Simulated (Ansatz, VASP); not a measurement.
**AgCl: VASP beside Ansatz**

```xyz
2
Lattice="0.0000 2.7166 2.7166 2.7166 0.0000 2.7166 2.7166 2.7166 0.0000" Properties=species:S:1:pos:R:3 pbc="T T T"
Ag    0.0000    0.0000    0.0000
Cl    2.7166    2.7166    2.7166
```

Alike in both runs: task single point; functional LDA; k mesh 8 × 8 × 8; occupations fermi-dirac, width 0.05 eV; no spin polarisation.

|  | VASP | Ansatz |
| --- | --- | --- |
| version | VASP 6.6.1 | Ansatz 0.2.0 |
| potentials or method | VASP PAW LDA potentials, release 64 (Ag, Cl) | Ansatz PAW |
| plane-wave cutoff (eV) | 520 | 420 |
| valence electrons in the cell | 18 | 26 |

VASP gave:

- gap on the k mesh at the Fermi level (eV): 0.64
- least direct gap on the mesh (eV): 3.19
- pressure (GPa): -2.7

**Question.** Estimate Ansatz's values.

**Answer.** gap on the k mesh at the Fermi level (eV): 0.61; least direct gap on the mesh (eV): 3.16; pressure (GPa): -2.7.

LDA's correlation is that of Perdew and Zunger in VASP and of Perdew and Wang (1992) in Ansatz. VASP's potentials hold 18 valence electrons a cell and Ansatz's 26, so a difference there can come from the potentials and not from the codes.
